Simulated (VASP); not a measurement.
# BaTiO3 (P4mm) in VASP: further runs

The runs below take BaTiO3 through single point, relaxation of the atoms, with PBEsol.

Everything below comes from runs of VASP 6.6.1. Logs are shortened: lines on timing, memory, paths and dates and some standing lists are left out, and cuts for length are marked.

### 1 The cell of the first run

It takes space group P4mm (No. 99, tetragonal). The conventional cell has a = 3.955 Å, b = 3.955 Å, c = 4.044 Å, α = 90.00°, β = 90.00°, γ = 90.00°. Ba (site symmetry 4mm) has 12 O at 2.77 to 2.88 Å and 8 Ti at 3.42 to 3.49 Å within 3.7 Å. Ti (site symmetry 4mm) has 6 O at 1.84 to 2.20 Å within 2.4 Å. O (site symmetry 2mm) has 2 Ti at 1.98 Å within 2.6 Å. Within 2.4 Å of O (site symmetry 4mm) lie 2 Ti at 1.84 to 2.20 Å.

### 2 Single point, PBEsol

INCAR

```
SYSTEM = BaTiO3
PREC = Accurate
ENCUT = 520
EDIFF = 1E-6
ISMEAR = 0
SIGMA = 0.02
LREAL = .FALSE.
LASPH = .TRUE.
NELM = 60
ALGO = Normal
ISIF = 2
LWAVE = .FALSE.
LCHARG = .TRUE.
GGA = PS
LELF = .TRUE.
LVHAR = .TRUE.
NBANDS = 28
```

KPOINTS

```
Automatic mesh
0
G
  8 8 8
  0 0 0
```

POSCAR

```
BaTiO3
1.0
    3.9554885124      0.0000000000      0.0000000000
    0.0000000000      3.9554885124      0.0000000000
    0.0000000000      0.0000000000      4.0440396096
Ba Ti O
1 1 3
Direct
    0.5000000000      0.5000000000      0.5825208321
    0.0000000000      0.0000000000      0.0977311510
    0.0000000000      0.5000000000      0.0634795542
    0.5000000000      0.0000000000      0.0634795542
    0.0000000000      0.0000000000      0.5527858984
```

Potentials or basis: VASP PAW PBE potentials, release 64 (Ba_sv, Ti_sv, O).

On the command line:

```sh
$ cat potpaw_PBE.64/Ba_sv/POTCAR potpaw_PBE.64/Ti_sv/POTCAR potpaw_PBE.64/O/POTCAR > POTCAR
$ mpirun -np 1 vasp_std > vasp.out
```

OUTCAR:

```text
SYSTEM = BaTiO3
   PREC = Accurate
   ENCUT = 520
   EDIFF = 1E-6
   ISMEAR = 0
   LREAL = .FALSE.
   LASPH = .TRUE.
   NELM = 60
   ISIF = 2
   GGA = PS

 ion  position               nearest neighbor table
   1  0.500  0.500  0.583-   3 2.77   4 2.77   4 2.77   3 2.77   5 2.80   5 2.80   5 2.80   5 2.80
                             3 2.88   4 2.88   3 2.88   4 2.88   2 3.42   2 3.42   2 3.42   2 3.42
   2  0.000  0.000  0.098-   5 1.84   4 1.98   3 1.98   3 1.98   4 1.98   5 2.20   1 3.42   1 3.42
                             1 3.42   1 3.42   1 3.49   1 3.49   1 3.49   1 3.49
   3  0.000  0.500  0.063-   2 1.98   2 1.98   1 2.77   1 2.77   1 2.88   1 2.88
   4  0.500  0.000  0.063-   2 1.98   2 1.98   1 2.77   1 2.77   1 2.88   1 2.88
   5  0.000  0.000  0.553-   2 1.84   2 2.20   1 2.80   1 2.80   1 2.80   1 2.80

  LATTYP: Found a simple tetragonal cell.
 ALAT       =     3.9554885124
 C/A-ratio  =     1.0223868928

  Lattice vectors:

 A1 = (   3.9554885124,   0.0000000000,   0.0000000000)
 A2 = (   0.0000000000,   3.9554885124,   0.0000000000)
 A3 = (   0.0000000000,   0.0000000000,   4.0440396096)

Analysis of symmetry for initial positions (statically):
=====================================================================
 Subroutine PRICEL returns:
 Original cell was already a primitive cell.

 Routine SETGRP: Setting up the symmetry group for a
 simple tetragonal supercell.

 Subroutine GETGRP returns: Found  8 space group operations
 (whereof  8 operations were pure point group operations)
 out of a pool of 16 trial point group operations.

The static configuration has the point symmetry C_4v.

Analysis of symmetry for dynamics (positions and initial velocities):
=====================================================================
 Subroutine PRICEL returns:
 Original cell was already a primitive cell.

 Routine SETGRP: Setting up the symmetry group for a
 simple tetragonal supercell.

 Subroutine GETGRP returns: Found  8 space group operations
 (whereof  8 operations were pure point group operations)
 out of a pool of 16 trial point group operations.

The dynamic configuration has the point symmetry C_4v.

 Subroutine INISYM returns: Found  8 space group operations
 (whereof  8 operations are pure point group operations),
 and found     1 'primitive' translations

----------------------------------------------------------------------------------------

                                     Primitive cell

  volume of cell :      63.2726

  direct lattice vectors                    reciprocal lattice vectors
     3.955488512  0.000000000  0.000000000     0.252813274  0.000000000  0.000000000
     0.000000000  3.955488512  0.000000000     0.000000000  0.252813274  0.000000000
     0.000000000  0.000000000  4.044039610     0.000000000  0.000000000  0.247277499

  length of vectors
     3.955488512  3.955488512  4.044039610     0.252813274  0.252813274  0.247277499

  position of ions in fractional coordinates (direct lattice)
     0.500000000  0.500000000  0.582520832
     0.000000000  0.000000000  0.097731151
     0.000000000  0.500000000  0.063479554
     0.500000000  0.000000000  0.063479554
     0.000000000  0.000000000  0.552785898

  ion indices of the primitive-cell ions
   primitive index   ion index
                 1           1
                 2           2
                 3           3
                 4           4
                 5           5

----------------------------------------------------------------------------------------

 KPOINTS: Automatic mesh

Automatic generation of k-mesh.
 Grid dimensions read from file:
 generate k-points for:    8    8    8

 Generating k-lattice:

  Cartesian coordinates                     Fractional coordinates (reciprocal lattice)
     0.031601659  0.000000000  0.000000000     0.125000000  0.000000000  0.000000000
     0.000000000  0.031601659  0.000000000     0.000000000  0.125000000  0.000000000
     0.000000000  0.000000000  0.030909687     0.000000000  0.000000000  0.125000000

  Length of vectors
     0.031601659  0.031601659  0.030909687

  Shift w.r.t. Gamma in fractional coordinates (k-lattice)
     0.000000000  0.000000000  0.000000000

 Subroutine IBZKPT returns following result:
 ===========================================

 Found     75 irreducible k-points:

 Following reciprocal coordinates:
            Coordinates               Weight
  0.000000  0.000000  0.000000      1.000000
  0.125000  0.000000  0.000000      4.000000
  0.250000  0.000000  0.000000      4.000000
  0.375000  0.000000  0.000000      4.000000
  0.500000  0.000000  0.000000      2.000000
  0.125000  0.125000  0.000000      4.000000
[... 16 lines left out ...]
  0.375000  0.125000  0.125000     16.000000
  0.500000  0.125000  0.125000      8.000000
 [... further k-points ...]
   k-points           NKPTS =     75   k-points in BZ     NKDIM =     75   number of bands    NBANDS=     28
   number of dos      NEDOS =    301   number of ions     NIONS =      5
   total plane-waves  NPLWV =  27000
   dimension x,y,z NGX =    30 NGY =   30 NGZ =   30
   dimension x,y,z NGXF=    60 NGYF=   60 NGZF=   60
   ions per type =               1   1   3
   NGX,Y,Z   is equivalent  to a cutoff of  12.61, 12.61, 12.33 a.u.
   NGXF,Y,Z  is equivalent  to a cutoff of  25.22, 25.22, 24.67 a.u.
 SYSTEM =  BaTiO3
   PREC   = accura    normal or accurate (medium, high low for compatibility)
   ISTART =      0    job   : 0-new  1-cont  2-samecut
   ICHARG =      2    charge: 1-file 2-atom 10-const
   ISPIN  =      1    spin polarized calculation?
   LNONCOLLINEAR =      F non collinear calculations
   LSORBIT =      F    spin-orbit coupling
   LASPH  =      T    aspherical Exc in radial PAW
   ENCUT  =  520.0 eV  38.22 Ry    6.18 a.u.   7.35  7.35  7.52*2*pi/ulx,y,z
   NELM   =     60;   NELMIN=  2; NELMDL= -5     # of ELM steps
   EDIFF  = 0.1E-05   stopping-criterion for ELM
   LREAL  =      F    real-space projection
   EDIFFG = 0.1E-04   stopping-criterion for IOM
   NSW    =      0    number of steps for IOM
   IBRION =     -1    ionic relax: 0-MD 1-quasi-New 2-CG
   NFREE  =      0    steps in history (QN), initial steepest desc. (CG)
   ISIF   =      2    stress and relaxation
   ISYM   =      2    0-nonsym 1-usesym 2-fastsym
   POTIM  = 0.5000    time-step for ionic-motion
   TEBEG  =    0.0;   TEEND  =   0.0 temperature during run
   PSTRESS=    0.0 pullay stress
   NELECT =      40.0000    total number of electrons
   NUPDOWN=      -1.0000    fix difference up-down
   EMIN   =  10.00;   EMAX   =-10.00  energy-range for DOS
   EFERMI =   0.00;   METHOD = LEGACY
   ISMEAR =     0;   SIGMA  =   0.02  broadening in eV -4-tet -1-fermi 0-gaus
   EFERMI_NEDOS =   21; number of points for ismear=-14 and -15
   IALGO  =     38    algorithm
   IMIX   =      4    mixing-type and parameters
     AMIX     =   0.40;   BMIX     =  1.00
     AMIX_MAG =   1.60;   BMIX_MAG =  1.00
  volume/ion in A,a.u.               =      12.65        85.40
  Fermi-wavevector in a.u.,A,eV,Ry     =   1.405043  2.655146 26.859884  1.974146
  Thomas-Fermi vector in A             =   2.527544
   LORBIT       =      0    0 simple, 1 ext, 2 COOP (PROOUT), +10 PAW based schemes
   GGA     = PS    functional components
   LHFCALC =     F    Hartree Fock is set to
   AEXX    =    0.0000 exact exchange contribution
   IVDW    =     0    specifies the selected vdW correction
   LEPSILON=     F    determine dielectric tensor
   LRPA    =     F    only Hartree local field effects (RPA)
 non-spin polarized calculation
 Gauss-broadening in eV      SIGMA  =   0.02
  energy-cutoff  :      520.00
  volume of cell :       63.27
 maximum number of plane-waves:      1743
 NGX is ok and might be reduce to    30
   NGX = 15   NGY = 15   NGZ = 15

 number of electron      39.9999987 magnetization

 Free energy of the ion-electron system (eV)
  ---------------------------------------------------
  ext. energy  EPLUGINS =         0.00000000
  ---------------------------------------------------
  free energy    TOTEN  =       -41.99668948 eV

  energy without entropy =      -41.99668948  energy(sigma->0) =      -41.99668948

 E-fermi :   4.0091     XC(G=0): -11.5769

 val. band max:        3.8945372440   @ k =   0.5000   0.5000   0.5000
 cond. band min:       5.6761419579   @ k =   0.0000   0.0000   0.0000
 fundamental gap:      1.7816047139
 Fermi energy:         4.0090691220

 k-point     1 :       0.0000    0.0000    0.0000
  band No.  band energies     occupation
      1     -52.3446      2.00000
      2     -28.7522      2.00000
      3     -28.6797      2.00000
      4     -28.6797      2.00000
      5     -20.9631      2.00000
      6     -13.0484      2.00000
[... 20 lines left out ...]
     27       8.8478      0.00000
     28      11.0821      0.00000

 k-point     2 :       0.1250    0.0000    0.0000
  band No.  band energies     occupation
      1     -52.3444      2.00000
      2     -28.7518      2.00000
      3     -28.6891      2.00000
      4     -28.6794      2.00000
      5     -20.9432      2.00000
      6     -13.0605      2.00000
[... 20 lines left out ...]
     27       9.1630      0.00000
     28      11.4694      0.00000

 k-point     3 :       0.2500    0.0000    0.0000
  band No.  band energies     occupation
      1     -52.3439      2.00000
      2     -28.7509      2.00000
      3     -28.7115      2.00000
      4     -28.6785      2.00000
      5     -20.8944      2.00000
      6     -13.1416      2.00000
[... 20 lines left out ...]
     27       9.9512      0.00000
     28      12.1607      0.00000

 k-point     4 :       0.3750    0.0000    0.0000
  band No.  band energies     occupation
      1     -52.3434      2.00000
      2     -28.7500      2.00000
      3     -28.7338      2.00000
      4     -28.6776      2.00000
      5     -20.8446      2.00000
      6     -13.2658      2.00000
[... 578 lines left out ...]
     27      10.3873      0.00000
     28      12.1034      0.00000

 k-point    23 :       0.3750    0.1250    0.1250
  band No.  band energies     occupation
      1     -52.3431      2.00000
      2     -28.7567      2.00000
      3     -28.7327      2.00000
      4     -28.6864      2.00000
      5     -20.8198      2.00000
      6     -13.1325      2.00000
[... 20 lines left out ...]
     27      11.3189      0.00000
     28      12.4523      0.00000

 k-point    24 :       0.5000    0.1250    0.1250
  band No.  band energies     occupation
      1     -52.3429      2.00000
      2     -28.7562      2.00000
      3     -28.7418      2.00000
      4     -28.6860      2.00000
      5     -20.8009      2.00000
      6     -13.1737      2.00000
[... 20 lines left out ...]
     27      11.7276      0.00000
     28      12.5971      0.00000

 [... further k-points ...]
[... 5 lines left out ...]
  --------------------------------------------------------------------------------------
  -------------------------------------------------------------------------------------
  Total        0.7622785      0.7622785      0.7838319      0.0000000      0.0000000      0.0000000
  in kB       19.3022797     19.3022797     19.8480508      0.0000000      0.0000000      0.0000000
  external PRESSURE =      19.4842034 kB  Pullay stress =       0.0000000 kB

 VOLUME and BASIS-vectors are now :
 -----------------------------------------------------------------------------
  energy-cutoff  :      520.00
  volume of cell :       63.27
      direct lattice vectors                 reciprocal lattice vectors
     3.955488512  0.000000000  0.000000000     0.252813274  0.000000000  0.000000000
     0.000000000  3.955488512  0.000000000     0.000000000  0.252813274  0.000000000
     0.000000000  0.000000000  4.044039610     0.000000000  0.000000000  0.247277499

 POSITION                                       TOTAL-FORCE (eV/Angst)
 -----------------------------------------------------------------------------------
      1.97774      1.97774      2.35574        -0.000000      0.000000     -0.034794
      0.00000      0.00000      0.39523         0.000000     -0.000000     -0.052659
      0.00000      1.97774      0.25671        -0.000000      0.000000      0.017420
      1.97774      0.00000      0.25671        -0.000000     -0.000000      0.017420
      0.00000      0.00000      2.23549        -0.000000     -0.000000      0.052613
 -----------------------------------------------------------------------------------
    total drift:                                0.000000      0.000000     -0.000078

  FREE ENERGIE OF THE ION-ELECTRON SYSTEM (eV)
  ---------------------------------------------------
  free  energy   TOTEN  =       -41.9966894792 eV

  energy  without entropy=      -41.9966894792  energy(sigma->0) =      -41.99668948
```

Wall time 1.9 min (1 thread of AMD EPYC 7R43 (Zen 3), shared host); peak memory 0.23 GiB.

Results:

```
Free energy            : -41.9967 eV
Pressure               : 1.9 GPa
Largest force          : 0.053 eV/Å
Band gap on the k mesh : 1.78 eV (least direct gap 2.19 eV)
```

Forces on the atoms (eV/Å):
```
Ba   0.000  0.000 -0.035
Ti   0.000  0.000 -0.053
O    0.000  0.000  0.017
O    0.000  0.000  0.017
O    0.000  0.000  0.053
```

Caveat: the PAW data sets were made with another functional, which shifts forces and pressure a little; spin-orbit coupling is left out, which moves the levels of the heavy elements.

### 3 Relaxation of the atoms, PBEsol (strain along c alone, the other axes held: -1.5 %)

INCAR

```
SYSTEM = BaTiO3
ALGO = Normal
EDIFF = 1E-6
EDIFFG = -0.008
ENCUT = 520
GGA = PS
IBRION = 2
ISIF = 2
ISMEAR = 0
LASPH = .True.
LCHARG = .False.
LREAL = .False.
LWAVE = .False.
NELM = 100
NSW = 60
PREC = Accurate
SIGMA = 0.02
```

KPOINTS

```
k-points
0
Gamma
  8 8 8
  0 0 0
```

POSCAR, as its differences from that of step 2:

```diff
@@ -4,3 +4,3 @@
     0.0000000000      3.9554885124      0.0000000000
-    0.0000000000      0.0000000000      4.0440396096
+    0.0000000000      0.0000000000      3.9833790154
 Ba Ti O
```

Potentials or basis: VASP PAW PBE potentials, release 64 (Ba_sv, Ti_sv, O).

On the command line:

```sh
$ cat potpaw_PBE.64/Ba_sv/POTCAR potpaw_PBE.64/Ti_sv/POTCAR potpaw_PBE.64/O/POTCAR > POTCAR
$ mpirun -np 1 vasp_std > vasp.out
```

Run time: 9.1 min. Hardware: 1 thread of Oxide Virtual Turin-like, shared host; peak memory 0.23 GiB.

It converged, with:

```yaml
Free_energy: -41.9799 eV
Energy_gained_by_relaxing: 2.2 meV/atom
Ionic_steps: 6
Pressure_after_relaxing: 3.7 GPa
Largest_force_after_relaxing: 0.005 eV/Å
Band_gap_on_the_k_mesh: 1.78 eV (least direct gap 2.05 eV)
```

Forces on the atoms (eV/Å):
```
Ba   0.000  0.000 -0.002
Ti   0.000  0.000 -0.003
O    0.000  0.000  0.000
O    0.000  0.000  0.000
O    0.000  0.000  0.005
```

Stress tensor (GPa, compression positive):
```
3.42 0.00 0.00
0.00 3.42 0.00
0.00 0.00 4.11
```

The path:
```csv
step,energy change (eV),largest force (eV/Å),pressure (GPa)
1,0.0000,0.4262,4.85
2,-0.0091,0.0961,3.97
3,-0.0095,0.1045,3.77
4,-0.0105,0.0660,3.73
5,-0.0110,0.0297,3.70
6,-0.0110,0.0054,3.65
```

Final structure:
```yaml
crystal:
  lattice:
    - [3.95549, 0.00000, 0.00000]
    - [0.00000, 3.95549, 0.00000]
    - [0.00000, 0.00000, 3.98338]
  atoms:
    - { symbol: Ba, position: [0.50000, 0.50000, 0.57785] }
    - { symbol: Ti, position: [0.00000, 0.00000, 0.09018] }
    - { symbol: O, position: [0.00000, 0.50000, 0.06613] }
    - { symbol: O, position: [0.50000, 0.00000, 0.06613] }
    - { symbol: O, position: [0.00000, 0.00000, 0.55970] }
```

Levels at points of the mesh, in eV from the valence-band top:
```tsv
k point	band 18	band 19	band 20	band 21	band 22	band 23
(0.00, 0.00, 0.00)	-0.29	-0.27	-0.27	1.78	1.99	1.99
(0.50, 0.00, 0.00)	-1.80	-0.96	-0.86	2.15	3.65	3.69
(0.50, 0.50, 0.00)	-0.96	-0.96	-0.09	3.71	3.71	4.10
(0.00, 0.00, 0.50)	-2.00	-0.72	-0.72	1.96	3.69	3.69
(0.50, 0.00, 0.50)	-0.91	-0.89	-0.19	3.68	3.70	4.08
(0.50, 0.50, 0.50)	-0.10	-0.10	0.00	4.37	4.37	4.37
```

Caveat: the cell differs from its parent crystal (strain along c alone, the other axes held: -1.5 %); the PAW data sets were made with another functional, which shifts forces and pressure a little; spin-orbit coupling is left out, which moves the levels of the heavy elements. A k mesh can miss the band edges.
